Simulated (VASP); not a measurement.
# Al (a cell with a defect) in VASP: a series of runs

Runs on Al (a cell with a defect). Level: PBE. Tasks: single point.

Program: VASP 6.6.1. These are calculated values, not measurements. Logs are shortened: lines on timing, memory, paths and dates and some standing lists are left out, and cuts for length are marked.

## 1. The cell of the first run

The cell holds a defect, 26 atoms: a = 8.573 Å, b = 8.573 Å, c = 8.573 Å, α = 60.00°, β = 60.00°, γ = 60.00°.

## 2. Single point, PBE

File INCAR:

```
SYSTEM = Al
PREC = Accurate ; ENCUT = 520
EDIFF = 1E-7 ; ISMEAR = 0
SIGMA = 0.1 ; LREAL = Auto
LASPH = .TRUE. ; NELM = 60
ALGO = Normal ; ISIF = 2
LWAVE = .FALSE. ; LCHARG = .TRUE.
GGA = PE ; LELF = .TRUE.
LVHAR = .TRUE. ; NBANDS = 58
```

File KPOINTS:

```
Automatic mesh
0
G
  3 3 3
  0 0 0
```

File POSCAR:

```
Al
1.0
    0.0000000000      6.0621852160     -6.0621852160
    6.0621852160      6.0621852160      0.0000000000
    6.0621852160      0.0000000000     -6.0621852160
Al
26
Direct
    0.6666666979      0.0048532004      0.6666666979
    0.6666666979      0.6618134975      0.6666666979
    0.3321399674      0.9988065003      0.6702469250
    0.3381865494      0.3333333489      0.6666666154
    0.3381864669      0.6618134975      0.6666666979
   -0.0048532004      0.0048532004      0.6666666979
   -0.0048532004      0.3333332665      0.6666666979
    0.0011933816      0.6678600795      0.6630863883
    0.6702469250      0.9988065003      0.3321399674
    0.6666666154      0.3333333489      0.3381865494
    0.6666666979      0.6618134975      0.3381864669
    0.3321398849     -0.0011933816      0.3321398849
    0.3321398849      0.3369135761      0.3321398849
    0.3324341682      0.6675657961      0.3324341682
    0.0008991807     -0.0008991807      0.3324340858
   -0.0048532829      0.3333333489      0.3381865494
    0.0008991807      0.6675658786      0.3324340858
    0.6666666979      0.0048532004     -0.0048532004
    0.6666666979      0.3333332665     -0.0048532004
    0.6630863883      0.6678600795      0.0011933816
    0.3324340858     -0.0008991807      0.0008991807
    0.3381865494      0.3333333489     -0.0048532829
    0.3324340858      0.6675658786      0.0008991807
    0.0008991807     -0.0008991807      0.0008991807
    0.0011933816      0.3297531218      0.0011933816
    0.0011933816      0.6678600795      0.0011933816
```

Potentials or basis: VASP PAW PBE potentials, release 64 (Al).

Command:

```console
> cat potpaw_PBE.64/Al/POTCAR > POTCAR
> mpirun -np 1 vasp_std > vasp.out
```

OUTCAR:

```text
SYSTEM = Al
   PREC = Accurate
   ENCUT = 520
   EDIFF = 1E-7
   ISMEAR = 0
   LREAL = Auto
   LASPH = .TRUE.
   NELM = 60
   ISIF = 2
   GGA = PE

 ion  position               nearest neighbor table
   1  0.667  0.005  0.667-   6 2.82  18 2.82  10 2.82   4 2.82  15 2.87  21 2.87  20 2.88   8 2.88
                             9 2.88   3 2.88   2 2.94
   2  0.667  0.662  0.667-   7 2.82  19 2.82  11 2.82   5 2.82  17 2.87  23 2.87  20 2.88   8 2.88
                             9 2.88   3 2.88   1 2.94
   3  0.332  0.999  0.670-  23 2.84  21 2.84  24 2.84   5 2.88   2 2.88   6 2.88   7 2.88   1 2.88
                             4 2.88   9 2.90  12 2.90  13 2.90
   4  0.338  0.333  0.667-  10 2.82  22 2.82   1 2.82   5 2.82  14 2.87  21 2.87  13 2.88   8 2.88
                            25 2.88   3 2.88   7 2.94
   5  0.338  0.662  0.667-  22 2.82   4 2.82  11 2.82   2 2.82  23 2.87  14 2.87   3 2.88  26 2.88
                             8 2.88  12 2.88   6 2.94
   6  0.995  0.005  0.667-   7 2.82   1 2.82  18 2.82  16 2.82  24 2.87  15 2.87  26 2.88   3 2.88
                            12 2.88   8 2.88   5 2.94
   7  0.995  0.333  0.667-   6 2.82  19 2.82  16 2.82   2 2.82  24 2.87  17 2.87  25 2.88  13 2.88
                             8 2.88   3 2.88   4 2.94
   8  0.001  0.668  0.663-  17 2.84  14 2.84  15 2.84   2 2.88   1 2.88   5 2.88   7 2.88   4 2.88
                             6 2.88  25 2.90  20 2.90  26 2.90
   9  0.670  0.999  0.332-  17 2.84  15 2.84  24 2.84  11 2.88   2 2.88  18 2.88  19 2.88   1 2.88
[... 21 lines left out ...]
  20  0.663  0.668  0.001-  23 2.84  14 2.84  21 2.84   2 2.88   1 2.88  11 2.88  19 2.88  10 2.88
                            18 2.88  25 2.90   8 2.90  26 2.90
  21  0.332  0.999  0.001-   3 2.84  12 2.84  25 2.84  20 2.84  24 2.84  15 2.84  23 2.84  14 2.84
                            22 2.87   4 2.87   1 2.87  18 2.87
  22  0.338  0.333  0.995-   5 2.82   4 2.82  18 2.82  19 2.82  21 2.87  23 2.87  25 2.88  12 2.88
                            13 2.88  26 2.88  16 2.94
  23  0.332  0.668  0.001-   3 2.84  26 2.84  13 2.84  20 2.84  17 2.84  24 2.84  21 2.84  14 2.84
                             5 2.87  22 2.87   2 2.87  19 2.87
  24  0.001  0.999  0.001-  25 2.84   9 2.84   3 2.84  26 2.84  15 2.84  21 2.84  17 2.84  23 2.84
                             7 2.87  19 2.87  18 2.87   6 2.87
  25  0.001  0.330  0.001-  15 2.84  21 2.84  24 2.84   7 2.88  19 2.88  22 2.88  16 2.88   4 2.88
                            10 2.88  26 2.90   8 2.90  20 2.90
  26  0.001  0.668  0.001-  17 2.84  23 2.84  24 2.84  11 2.88   5 2.88   6 2.88  18 2.88  16 2.88
                            22 2.88  25 2.90   8 2.90  20 2.90

  LATTYP: Found a face centered cubic cell.
 ALAT       =    12.1243704320

  Lattice vectors:

 A1 = (   0.0000000000,   6.0621852160,  -6.0621852160)
 A2 = (   6.0621852160,   6.0621852160,   0.0000000000)
 A3 = (   6.0621852160,   0.0000000000,  -6.0621852160)

Analysis of symmetry for initial positions (statically):
=====================================================================
 Subroutine PRICEL returns:
 Original cell was already a primitive cell.

[... 166 lines left out ...]
   EFERMI_NEDOS =   21; number of points for ismear=-14 and -15
   IALGO  =     38    algorithm
   IMIX   =      4    mixing-type and parameters
     AMIX     =   0.40;   BMIX     =  1.00
     AMIX_MAG =   1.60;   BMIX_MAG =  1.00
  volume/ion in A,a.u.               =      17.14       115.65
  Fermi-wavevector in a.u.,A,eV,Ry     =   0.915800  1.730611 11.411058  0.838689
  Thomas-Fermi vector in A             =   2.040582
   LORBIT       =      0    0 simple, 1 ext, 2 COOP (PROOUT), +10 PAW based schemes
   GGA     = PE    functional components
   LHFCALC =     F    Hartree Fock is set to
   AEXX    =    0.0000 exact exchange contribution
   IVDW    =     0    specifies the selected vdW correction
   LEPSILON=     F    determine dielectric tensor
   LRPA    =     F    only Hartree local field effects (RPA)
 non-spin polarized calculation
 Gauss-broadening in eV      SIGMA  =   0.10
  energy-cutoff  :      520.00
  volume of cell :      445.57
 maximum number of plane-waves:     12039
   NGX = 31   NGY = 31   NGZ = 31

 number of electron      78.0000000 magnetization

 Free energy of the ion-electron system (eV)
  ---------------------------------------------------
  ext. energy  EPLUGINS =         0.00000000
  ---------------------------------------------------
  free energy    TOTEN  =       -95.99290950 eV

  energy without entropy =      -95.89081576  energy(sigma->0) =      -95.94186263

 E-fermi :   7.5426     XC(G=0): -10.0276

 val. band max:        7.4992171167   @ k =  -0.3333   0.3333   0.0000
 cond. band min:       7.5455014597   @ k =   0.3333   0.0000   0.0000
 fundamental gap:      0.0462843429
 Fermi energy:         7.5425849875

 k-point     1 :       0.0000    0.0000    0.0000
  band No.  band energies     occupation
      1      -3.3806      2.00000
      2      -0.4716      2.00000
      3      -0.4716      2.00000
      4      -0.4716      2.00000
      5      -0.4553      2.00000
      6      -0.4424      2.00000
[... 205 lines left out ...]
     50       9.3531      0.00000
     51       9.5769      0.00000
 [bands above 51 left out]

------------------------ aborting loop because EDIFF is reached ----------------------------------------

  FORCE on cell =-STRESS in cart. coord.  units (eV):
  Direction    XX          YY          ZZ          XY          YZ          ZX
  --------------------------------------------------------------------------------------
  -------------------------------------------------------------------------------------
  Total       -1.8476280     -1.8476280     -1.8476280      0.0000000     -0.0000000      0.0000000
  in kB       -6.6436617     -6.6436617     -6.6436617      0.0000000     -0.0000000      0.0000000
  external PRESSURE =      -6.6436617 kB  Pullay stress =       0.0000000 kB

 VOLUME and BASIS-vectors are now :
 -----------------------------------------------------------------------------
  energy-cutoff  :      520.00
  volume of cell :      445.57
      direct lattice vectors                 reciprocal lattice vectors
     0.000000000  6.062185216 -6.062185216    -0.082478509  0.082478509 -0.082478509
     6.062185216  6.062185216  0.000000000     0.082478509  0.082478509  0.082478509
     6.062185216  0.000000000 -6.062185216     0.082478509 -0.082478509 -0.082478509

 POSITION                                       TOTAL-FORCE (eV/Angst)
 -----------------------------------------------------------------------------------
      4.07088      4.07088     -8.08291         0.003545      0.003545      0.000000
      8.05349      8.05349     -8.08291        -0.003545     -0.003545      0.000000
     10.11811      8.06844     -6.07665         0.001836     -0.001836     -0.001836
      6.06218      4.07088     -6.09161        -0.000000      0.003545     -0.003545
      8.05349      6.06219     -6.09161        -0.003545      0.000000     -0.003545
      4.07088      6.06219    -10.07422         0.003545      0.000000      0.003545
[... 18 lines left out ...]
      2.00626      2.00626     -0.01447        -0.001836     -0.001836     -0.001836
      4.05593      4.05593     -0.01447         0.001836      0.001836     -0.001836
 -----------------------------------------------------------------------------------
    total drift:                               -0.000041     -0.000059     -0.000063

  FREE ENERGIE OF THE ION-ELECTRON SYSTEM (eV)
  ---------------------------------------------------
  free  energy   TOTEN  =       -95.9929094969 eV

  energy  without entropy=      -95.8908157606  energy(sigma->0) =      -95.94186263
```

It took 6.8 min on 1 thread of AMD EPYC 7R43 (Zen 3), shared host; peak memory 0.48 GiB.

Results:

```yaml
Free_energy: -95.9929 eV
Pressure: -0.7 GPa
Largest_force: 0.013 eV/Å
Band_gap_on_the_k_mesh: zero (band 39 reaches 7.93 eV, above the bottom of band 40 at 7.42 eV)
```

Forces in eV/Å, atoms in the order of the input:
```
Al   0.004  0.004  0.000
Al  -0.004 -0.004  0.000
Al   0.002 -0.002 -0.002
Al   0.000  0.004 -0.004
Al  -0.004  0.000 -0.004
Al   0.004  0.000  0.004
Al   0.000 -0.004  0.004
Al  -0.002  0.002  0.002
Al  -0.002  0.002 -0.002
Al   0.004  0.000 -0.004
Al   0.000 -0.004 -0.004
Al  -0.002 -0.002  0.002
Al   0.002  0.002  0.002
Al   0.000  0.000 -0.013
Al   0.013  0.000  0.000
Al   0.004 -0.004  0.000
Al   0.000 -0.013  0.000
Al   0.000  0.004  0.004
Al  -0.004  0.000  0.004
Al   0.002 -0.002  0.002
Al   0.000  0.013  0.000
Al  -0.004  0.004  0.000
Al  -0.013  0.000  0.000
Al   0.000  0.000  0.013
Al  -0.002 -0.002 -0.002
Al   0.002  0.002 -0.002
```

## 3. Single point, PBE

File INCAR:

```
  PREC = Accurate
  ENCUT = 520
  EDIFF = 1E-6
  ISMEAR = 0
  SIGMA = 0.1
  LREAL = Auto
  LASPH = T
  NELM = 100
  ALGO = Normal
  ISIF = 2
  LWAVE = F
  LCHARG = F
  GGA = PE
  NBANDS = 58
```

File KPOINTS:

```
regular mesh
0
Gamma
  3 3 3
```

File POSCAR:

```
Al
1.0
    0.0000000000      6.0621852160     -6.0621852160
    6.0621852160      6.0621852160      0.0000000000
    6.0621852160      0.0000000000     -6.0621852160
Al
26
Direct
    0.6666666979      0.3284800660      0.6666666979
    0.6666666979      0.6715197334      0.6666666979
    0.3381864669      0.9999999644      0.6666666979
    0.3381865494      0.3284801485      0.6666666154
    0.3321399674      0.6654732339      0.6702469250
   -0.0048532004      0.0000000000      0.6666666979
    0.0011933816      0.3345268130      0.6630863883
   -0.0048531180      0.6715198159      0.6666666154
    0.6666666979      0.9999999644      0.3381864669
    0.6666666154      0.3284801485      0.3381865494
    0.6702469250      0.6654732339      0.3321399674
    0.3321398849      0.0035803096      0.3321398849
    0.3324340858      0.3342326121      0.3324340858
    0.3321398849      0.6654733163      0.3321398849
   -0.0048532004      0.0000000000      0.3381864669
    0.0008992632      0.3342326946      0.3324340033
    0.0008992632      0.6657674347      0.3324340033
    0.6666666979      0.0000000000     -0.0048532004
    0.6630863883      0.3345268130      0.0011933816
    0.6666666154      0.6715198159     -0.0048531180
    0.3381864669      0.0000000000     -0.0048532004
    0.3324340033      0.3342326946      0.0008992632
    0.3324340033      0.6657674347      0.0008992632
    0.0011933816     -0.0035801447      0.0011933816
    0.0011933816      0.3345268130      0.0011933816
    0.0008992632      0.6657674347      0.0008992632
```

Potentials or basis: VASP PAW PBE potentials, release 64 (Al).

Command:

```console
> cat potpaw_PBE.64/Al/POTCAR > POTCAR
> mpirun -np 1 vasp_std > vasp.out
```

OUTCAR:

```text
PREC = Accurate
   ENCUT = 520
   EDIFF = 1E-6
   ISMEAR = 0
   LREAL = Auto
   LASPH = T
   NELM = 100
   ISIF = 2
   GGA = PE

 ion  position               nearest neighbor table
   1  0.667  0.328  0.667-   6 2.82  18 2.82  10 2.82   4 2.82  16 2.87  22 2.87  19 2.88   7 2.88
                             5 2.88  11 2.88   2 2.94
   2  0.667  0.672  0.667-   8 2.82  20 2.82   9 2.82   3 2.82  17 2.87  23 2.87   7 2.88  19 2.88
                             5 2.88  11 2.88   1 2.94
   3  0.338  1.000  0.667-  21 2.82   4 2.82   9 2.82   2 2.82  23 2.87  13 2.87   5 2.88  24 2.88
[... 490 lines left out ...]
  Total       -1.8454421     -1.8454421     -1.8454421      0.0000000      0.0000000      0.0000000
  in kB       -6.6358017     -6.6358017     -6.6358017      0.0000000      0.0000000      0.0000000
  external PRESSURE =      -6.6358017 kB  Pullay stress =       0.0000000 kB

 VOLUME and BASIS-vectors are now :
 -----------------------------------------------------------------------------
  energy-cutoff  :      520.00
  volume of cell :      445.57
      direct lattice vectors                 reciprocal lattice vectors
     0.000000000  6.062185216 -6.062185216    -0.082478509  0.082478509 -0.082478509
     6.062185216  6.062185216  0.000000000     0.082478509  0.082478509  0.082478509
     6.062185216  0.000000000 -6.062185216     0.082478509 -0.082478509 -0.082478509

 POSITION                                       TOTAL-FORCE (eV/Angst)
 -----------------------------------------------------------------------------------
      6.03276      6.03276     -8.08291        -0.003080     -0.003080     -0.000000
      8.11233      8.11233     -8.08291         0.003080      0.003080      0.000000
     10.10364      8.11233     -6.09161        -0.000000      0.003080     -0.003080
      6.03276      4.04146     -6.09161        -0.003080     -0.000000     -0.003080
      8.09738      6.04772     -6.07665         0.001515     -0.001515     -0.001515
      4.04146      6.03276    -10.07422        -0.000000     -0.003080      0.003080
[... 18 lines left out ...]
      2.03520      2.03520     -0.01447         0.001515      0.001515     -0.001515
      4.04146      4.04146     -0.01090        -0.000000     -0.000000      0.010860
 -----------------------------------------------------------------------------------
    total drift:                               -0.000197     -0.000196     -0.000148

  FREE ENERGIE OF THE ION-ELECTRON SYSTEM (eV)
  ---------------------------------------------------
  free  energy   TOTEN  =       -95.9934878599 eV

  energy  without entropy=      -95.8913935767  energy(sigma->0) =      -95.94244072
```

OSZICAR:

```text
N       E                     dE             d eps       ncg     rms          rms(c)
DAV:   1     0.102116276490E+03    0.10212E+03   -0.27236E+04   464   0.108E+03
DAV:   2    -0.858717107841E+02   -0.18799E+03   -0.17541E+03   554   0.140E+02
DAV:   3    -0.964976172044E+02   -0.10626E+02   -0.10113E+02   560   0.269E+01
DAV:   4    -0.967309314447E+02   -0.23331E+00   -0.23134E+00   550   0.438E+00
DAV:   5    -0.967357462255E+02   -0.48148E-02   -0.48115E-02   534   0.725E-01    0.662E+00
DAV:   6    -0.962334658525E+02    0.50228E+00   -0.59082E-01   516   0.202E+00    0.388E+00
DAV:   7    -0.960282451900E+02    0.20522E+00   -0.14483E-01   532   0.117E+00    0.121E+00
DAV:   8    -0.959948152325E+02    0.33430E-01   -0.19100E-02   542   0.414E-01    0.428E-01
DAV:   9    -0.959935404445E+02    0.12748E-02   -0.15746E-03   540   0.109E-01    0.137E-01
DAV:  10    -0.959934949123E+02    0.45532E-04   -0.20281E-04   526   0.431E-02    0.320E-02
DAV:  11    -0.959934908718E+02    0.40406E-05   -0.44303E-05   556   0.185E-02    0.588E-03
DAV:  12    -0.959934887685E+02    0.21033E-05   -0.47303E-06   540   0.671E-03    0.328E-03
DAV:  13    -0.959934878599E+02    0.90860E-06   -0.87040E-07   298   0.279E-03
   1 F= -.95993488E+02 E0= -.95942441E+02  d E =-.102094E+00
```

Wall time 4.8 min (1 thread of AMD EPYC 7R43 (Zen 3), shared host); peak memory 0.49 GiB.

Results:

* Free energy: -95.9935 eV
* Pressure: -0.7 GPa
* Largest force: 0.011 eV/Å
* Band gap on the k mesh: zero (band 39 reaches 7.93 eV, above the bottom of band 40 at 7.42 eV)

Forces in eV/Å, atoms in the order of the input:
```
Al  -0.003 -0.003  0.000
Al   0.003  0.003  0.000
Al   0.000  0.003 -0.003
Al  -0.003  0.000 -0.003
Al   0.002 -0.002 -0.002
Al   0.000 -0.003  0.003
Al  -0.002  0.002  0.002
Al   0.003  0.000  0.003
Al   0.003  0.000 -0.003
Al   0.000 -0.003 -0.003
Al  -0.002  0.002 -0.002
Al   0.002  0.002  0.002
Al   0.000  0.000 -0.011
Al  -0.002 -0.002  0.002
Al   0.003 -0.003  0.000
Al   0.000 -0.011  0.000
Al   0.011  0.000  0.000
Al  -0.003  0.000  0.003
Al   0.002 -0.002  0.002
Al   0.000  0.003  0.003
Al  -0.003  0.003  0.000
Al  -0.011  0.000  0.000
Al   0.000  0.011  0.000
Al  -0.002 -0.002 -0.002
Al   0.002  0.002 -0.002
Al   0.000  0.000  0.011
```

## 4. Single point, PBE

File INCAR:

```
ALGO = Normal ; EDIFF = 1E-6
ENCUT = 520 ; GGA = PE
ISIF = 2 ; ISMEAR = 0
LASPH = T ; LCHARG = F
LREAL = Auto ; LWAVE = F
NBANDS = 58 ; NELM = 100
PREC = Accurate ; SIGMA = 0.1
```

File KPOINTS:

```
k-points
0
Gamma
  4 4 4
```

File POSCAR:

```
Al
1.0
   -6.0621852169      6.0621852169      0.0000000000
    0.0000000000      6.0621852169     -6.0621852169
   -6.0621852169      0.0000000000     -6.0621852169
Al
26
Direct
    0.0000000000      0.3357338685      0.6666666667
    0.0000000000      0.6666666667      0.3357338685
    0.0000000000     -0.0024005351      0.6666666667
    0.0006918189      0.3331027270      0.3331027270
    0.0000000000      0.6666666667     -0.0024005351
    0.0000000000     -0.0024005351      0.3357338685
    0.0000000000      0.3357338685     -0.0024005351
   -0.0006918189      0.0002306063      0.0002306063
    0.3309327982      0.6666666667      0.6666666667
    0.3309327982      0.3357338685      0.6666666667
    0.3309327982      0.6666666667      0.3357338685
    0.3335639396      0.0002306063      0.6659748478
    0.3329542468      0.3337124198      0.3337124198
    0.3335639396      0.6659748478      0.0002306063
    0.3329542468     -0.0003790865      0.3337124198
    0.3329542468      0.3337124198     -0.0003790865
    0.3335639396      0.0002306063      0.0002306063
    0.6690672018      0.6666666667      0.6666666667
    0.6664360604      0.3331027270      0.6673584856
    0.6664360604      0.6673584856      0.3331027270
    0.6690672018     -0.0024005351      0.6666666667
    0.6664360604      0.3331027270      0.3331027270
    0.6690672018      0.6666666667     -0.0024005351
    0.6670457532     -0.0003790865      0.3337124198
    0.6670457532      0.3337124198     -0.0003790865
    0.6670457532     -0.0003790865     -0.0003790865
```

Command:

```console
> cat potpaw_PBE.64/Al/POTCAR > POTCAR
> mpirun -np 1 vasp_std > vasp.out
```

Run time: 2.4 min. Hardware: 1 thread of AMD EPYC 9R45 (Zen 5), shared host; peak memory 0.53 GiB.

It converged, with:

* Free energy: -96.7119 eV
* Pressure: -0.6 GPa
* Band gap on the k mesh: zero (band 39 reaches 7.69 eV, above the bottom of band 40 at 7.06 eV)

Levels at points of the mesh, in eV from the Fermi level:
```
           k point  band 36  band 37  band 38  band 39  band 40  band 41  band 42  band 43
(0.00, 0.00, 0.00)    -0.78    -0.36    -0.36    -0.36     0.52     0.52     0.52     0.54
(0.50, 0.00, 0.00)    -0.45    -0.45    -0.22    -0.22    -0.02     1.26     1.26     1.29
(0.50, 0.50, 0.00)    -1.13    -0.41    -0.41    -0.34     0.26     0.92     0.99     0.99
```
